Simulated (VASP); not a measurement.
# CaF3 (I4/mmm) in VASP: single point with PBEsol

Aim: the single point of CaF3 with PBEsol.

All numbers are computed with VASP 6.6.1; they aren't measurements. Logs are shortened: lines on timing, memory, paths and dates and some standing lists are left out, and cuts for length are marked.

### Step 1. The cell of the first run

It takes space group I4/mmm (No. 139, tetragonal). The conventional cell has a = 3.802 Å, b = 3.802 Å, c = 6.154 Å, α = 90.00°, β = 90.00°, γ = 90.00°. Ca (site symmetry 4/mmm) has 14 F at 2.45 to 3.08 Å within 3.2 Å. Within 3.2 Å of F (site symmetry -4m2) lie 4 Ca at 2.45 Å and 10 F at 2.45 to 3.08 Å. F (site symmetry 4/mmm) has 8 F at 2.45 Å and 6 Ca at 2.69 to 3.08 Å within 3.2 Å.

### Step 2. Single point, PBEsol

Contents of INCAR:

```
SYSTEM = CaF3
PREC = Accurate
ENCUT = 520
EDIFF = 1E-7
ISMEAR = 0
SIGMA = 0.1
LREAL = .FALSE.
LASPH = .TRUE.
NELM = 60
ALGO = Normal
ISIF = 2
LWAVE = .FALSE.
LCHARG = .FALSE.
GGA = PS
NBANDS = 24
```

Contents of KPOINTS:

```
Automatic mesh
0
G
  16 16 16
  0 0 0
```

Contents of POSCAR:

```
CaF3
1.0
   -1.9008729118      1.9008729118      3.0768324318
    1.9008729118     -1.9008729118      3.0768324318
    1.9008729118      1.9008729118     -3.0768324318
Ca F
1 3
Direct
    0.0000000000      0.0000000000      0.0000000000
    0.7500000000      0.2500000000      0.5000000000
    0.2500000000      0.7500000000      0.5000000000
    0.5000000000      0.5000000000      0.0000000000
```

Potentials or basis: VASP PAW PBE potentials, release 64 (Ca_sv, F).

On the command line:

```console
$ cat potpaw_PBE.64/Ca_sv/POTCAR potpaw_PBE.64/F/POTCAR > POTCAR
$ mpirun -np 1 vasp_std > vasp.out
```

OUTCAR:

```text
SYSTEM = CaF3
   PREC = Accurate
   ENCUT = 520
   EDIFF = 1E-7
   ISMEAR = 0
   LREAL = .FALSE.
   LASPH = .TRUE.
   NELM = 60
   ISIF = 2
   GGA = PS

 ion  position               nearest neighbor table
   1  0.000  0.000  0.000-   2 2.45   3 2.45   2 2.45   3 2.45   2 2.45   3 2.45   2 2.45   3 2.45

   2  0.750  0.250  0.500-   1 2.45   1 2.45   1 2.45   1 2.45
   3  0.250  0.750  0.500-   1 2.45   1 2.45   1 2.45   1 2.45
   4  0.500  0.500  0.000-

  LATTYP: Found a body centered tetragonal cell.
 ALAT       =     3.8017458236
 C/A-ratio  =     1.6186418422

  Lattice vectors:

 A1 = (  -1.9008729118,   1.9008729118,   3.0768324318)
 A2 = (   1.9008729118,  -1.9008729118,   3.0768324318)
 A3 = (   1.9008729118,   1.9008729118,  -3.0768324318)

Analysis of symmetry for initial positions (statically):
=====================================================================
 Subroutine PRICEL returns:
 Original cell was already a primitive cell.

 Routine SETGRP: Setting up the symmetry group for a
 body centered tetragonal supercell.

 Subroutine GETGRP returns: Found 16 space group operations
 (whereof 16 operations were pure point group operations)
 out of a pool of 16 trial point group operations.

The static configuration has the point symmetry D_4h.

Analysis of symmetry for dynamics (positions and initial velocities):
=====================================================================
 Subroutine PRICEL returns:
 Original cell was already a primitive cell.

 Routine SETGRP: Setting up the symmetry group for a
 body centered tetragonal supercell.

 Subroutine GETGRP returns: Found 16 space group operations
 (whereof 16 operations were pure point group operations)
 out of a pool of 16 trial point group operations.

The dynamic configuration has the point symmetry D_4h.

 Subroutine INISYM returns: Found 16 space group operations
 (whereof 16 operations are pure point group operations),
 and found     1 'primitive' translations

----------------------------------------------------------------------------------------

                                     Primitive cell

  volume of cell :      44.4703

  direct lattice vectors                    reciprocal lattice vectors
    -1.900872912  1.900872912  3.076832432     0.000000000  0.263037048  0.162504787
     1.900872912 -1.900872912  3.076832432     0.263037048  0.000000000  0.162504787
     1.900872912  1.900872912 -3.076832432     0.263037048  0.263037048  0.000000000
[... 82 lines left out ...]
   ISPIN  =      1    spin polarized calculation?
   LNONCOLLINEAR =      F non collinear calculations
   LSORBIT =      F    spin-orbit coupling
   LASPH  =      T    aspherical Exc in radial PAW
   ENCUT  =  520.0 eV  38.22 Ry    6.18 a.u.   7.60  7.60  7.60*2*pi/ulx,y,z
   NELM   =     60;   NELMIN=  2; NELMDL= -5     # of ELM steps
   EDIFF  = 0.1E-06   stopping-criterion for ELM
   LREAL  =      F    real-space projection
   EDIFFG = 0.1E-05   stopping-criterion for IOM
   NSW    =      0    number of steps for IOM
   IBRION =     -1    ionic relax: 0-MD 1-quasi-New 2-CG
   NFREE  =      0    steps in history (QN), initial steepest desc. (CG)
   ISIF   =      2    stress and relaxation
   ISYM   =      2    0-nonsym 1-usesym 2-fastsym
   POTIM  = 0.5000    time-step for ionic-motion
   TEBEG  =    0.0;   TEEND  =   0.0 temperature during run
   PSTRESS=    0.0 pullay stress
   NELECT =      31.0000    total number of electrons
   NUPDOWN=      -1.0000    fix difference up-down
   EMIN   =  10.00;   EMAX   =-10.00  energy-range for DOS
   EFERMI =   0.00;   METHOD = LEGACY
   ISMEAR =     0;   SIGMA  =   0.10  broadening in eV -4-tet -1-fermi 0-gaus
   EFERMI_NEDOS =   21; number of points for ismear=-14 and -15
   IALGO  =     38    algorithm
   IMIX   =      4    mixing-type and parameters
     AMIX     =   0.40;   BMIX     =  1.00
     AMIX_MAG =   1.60;   BMIX_MAG =  1.00
  volume/ion in A,a.u.               =      11.12        75.03
  Fermi-wavevector in a.u.,A,eV,Ry     =   1.451572  2.743074 28.668328  2.107063
  Thomas-Fermi vector in A             =   2.569054
   LORBIT       =      0    0 simple, 1 ext, 2 COOP (PROOUT), +10 PAW based schemes
   GGA     = PS    functional components
   LHFCALC =     F    Hartree Fock is set to
   AEXX    =    0.0000 exact exchange contribution
   IVDW    =     0    specifies the selected vdW correction
   LEPSILON=     F    determine dielectric tensor
   LRPA    =     F    only Hartree local field effects (RPA)
 non-spin polarized calculation
 Gauss-broadening in eV      SIGMA  =   0.10
  energy-cutoff  :      520.00
  volume of cell :       44.47
 maximum number of plane-waves:      1214
   NGX = 15   NGY = 15   NGZ = 15

 number of electron      31.0000026 magnetization

 Free energy of the ion-electron system (eV)
  ---------------------------------------------------
  ext. energy  EPLUGINS =         0.00000000
  ---------------------------------------------------
  free energy    TOTEN  =       -18.71400719 eV

  energy without entropy =      -18.65101234  energy(sigma->0) =      -18.68250976

 E-fermi :  -0.3958     XC(G=0): -10.9682

 val. band max:       -0.3958331867   @ k =  -0.4375   0.1875   0.0625
 cond. band min:      -0.3956458368   @ k =  -0.1875  -0.3750   0.1250
 fundamental gap:      0.0001873499
 Fermi energy:        -0.3958262559

 k-point     1 :       0.0000    0.0000    0.0000
  band No.  band energies     occupation
      1     -36.6627      2.00000
      2     -21.2104      2.00000
      3     -19.8491      2.00000
      4     -19.4848      2.00000
      5     -17.6887      2.00000
      6     -17.6833      2.00000
[... 637 lines left out ...]
     23      17.4095      0.00000
     24      18.6742      0.00000

 [... further k-points ...]
[... 5 lines left out ...]
  --------------------------------------------------------------------------------------
  -------------------------------------------------------------------------------------
  Total       -0.0002136     -0.0002136     -0.0064056      0.0000000      0.0000000      0.0000000
  in kB       -0.0076972     -0.0076972     -0.2307807      0.0000000      0.0000000      0.0000000
  external PRESSURE =      -0.0820584 kB  Pullay stress =       0.0000000 kB

 VOLUME and BASIS-vectors are now :
 -----------------------------------------------------------------------------
  energy-cutoff  :      520.00
  volume of cell :       44.47
      direct lattice vectors                 reciprocal lattice vectors
    -1.900872912  1.900872912  3.076832432     0.000000000  0.263037048  0.162504787
     1.900872912 -1.900872912  3.076832432     0.263037048  0.000000000  0.162504787
     1.900872912  1.900872912 -3.076832432     0.263037048  0.263037048  0.000000000

 POSITION                                       TOTAL-FORCE (eV/Angst)
 -----------------------------------------------------------------------------------
      0.00000      0.00000      0.00000         0.000000     -0.000000     -0.000000
      0.00000      1.90087      1.53842        -0.000000     -0.000000      0.000000
      1.90087      0.00000      1.53842         0.000000      0.000000      0.000000
      0.00000      0.00000      3.07683         0.000000     -0.000000     -0.000000
 -----------------------------------------------------------------------------------
    total drift:                                0.000000     -0.000000      0.000000

  FREE ENERGIE OF THE ION-ELECTRON SYSTEM (eV)
  ---------------------------------------------------
  free  energy   TOTEN  =       -18.7140071899 eV

  energy  without entropy=      -18.6510123378  energy(sigma->0) =      -18.68250976
```

OSZICAR:

```text
N       E                     dE             d eps       ncg     rms          rms(c)
DAV:   1     0.261828660846E+03    0.26183E+03   -0.17070E+04 16760   0.131E+03
DAV:   2    -0.616737577777E+01   -0.26800E+03   -0.25699E+03 21576   0.359E+02
DAV:   3    -0.190460079960E+02   -0.12879E+02   -0.12753E+02 20344   0.817E+01
DAV:   4    -0.193482646459E+02   -0.30226E+00   -0.30199E+00 23040   0.106E+01
DAV:   5    -0.193500683763E+02   -0.18037E-02   -0.18036E-02 20032   0.808E-01    0.740E+00
DAV:   6    -0.191929185013E+02    0.15715E+00   -0.95289E+00 19064   0.159E+01    0.718E+00
DAV:   7    -0.187608782223E+02    0.43204E+00   -0.50039E+00 18912   0.110E+01    0.280E+00
DAV:   8    -0.187144512876E+02    0.46427E-01   -0.24269E-01 19864   0.336E+00    0.131E+00
DAV:   9    -0.187169732736E+02   -0.25220E-02   -0.84904E-02 19944   0.203E+00    0.590E-01
DAV:  10    -0.187139438888E+02    0.30294E-02   -0.20387E-02 20464   0.866E-01    0.200E-01
DAV:  11    -0.187141197466E+02   -0.17586E-03   -0.25608E-03 19624   0.256E-01    0.172E-01
DAV:  12    -0.187143247451E+02   -0.20500E-03   -0.29419E-04 20496   0.110E-01    0.244E-01
DAV:  13    -0.187140038172E+02    0.32093E-03   -0.57685E-04 20032   0.104E-01    0.757E-02
DAV:  14    -0.187140035148E+02    0.30235E-06   -0.11549E-04 19800   0.524E-02    0.171E-02
DAV:  15    -0.187140081812E+02   -0.46664E-05   -0.27576E-06 18336   0.128E-02    0.115E-02
DAV:  16    -0.187140073621E+02    0.81906E-06   -0.30563E-06 18520   0.110E-02    0.257E-03
DAV:  17    -0.187140072514E+02    0.11078E-06   -0.87658E-08 11888   0.218E-03    0.140E-03
DAV:  18    -0.187140071899E+02    0.61448E-07   -0.11958E-07  9648   0.201E-03
   1 F= -.18714007E+02 E0= -.18682510E+02  d E =-.629949E-01
```

Wall time 4.5 min (1 thread of AMD EPYC 9R45 (Zen 5), shared host); peak memory 0.38 GiB.

Results:

| Quantity | Value |
| --- | --- |
| Free energy | -18.7140 eV |
| Pressure | 0.0 GPa |

Levels at points of the mesh, in eV from the Fermi level:
```tsv
k point	band 12	band 13	band 14	band 15	band 16	band 17	band 18	band 19	band 20	band 21
(0.00, 0.00, 0.00)	-1.75	-1.75	-0.06	0.01	0.01	8.23	8.91	9.07	9.94	10.50
(0.50, 0.00, 0.00)	-1.28	-1.23	-0.37	-0.23	-0.05	9.26	9.56	9.78	10.23	10.26
(0.50, 0.50, 0.00)	-1.33	-0.43	-0.26	0.00	0.16	8.97	9.06	9.57	10.28	10.36
(0.50, 0.50, 0.50)	-0.86	-0.59	-0.59	-0.18	-0.18	8.25	8.64	9.42	9.96	9.96
```

Caveat: the PAW data sets were made with another functional, which shifts forces and pressure a little; an odd number of electrons without spin polarisation forces a metal; a magnetic or distorted state may lie lower.
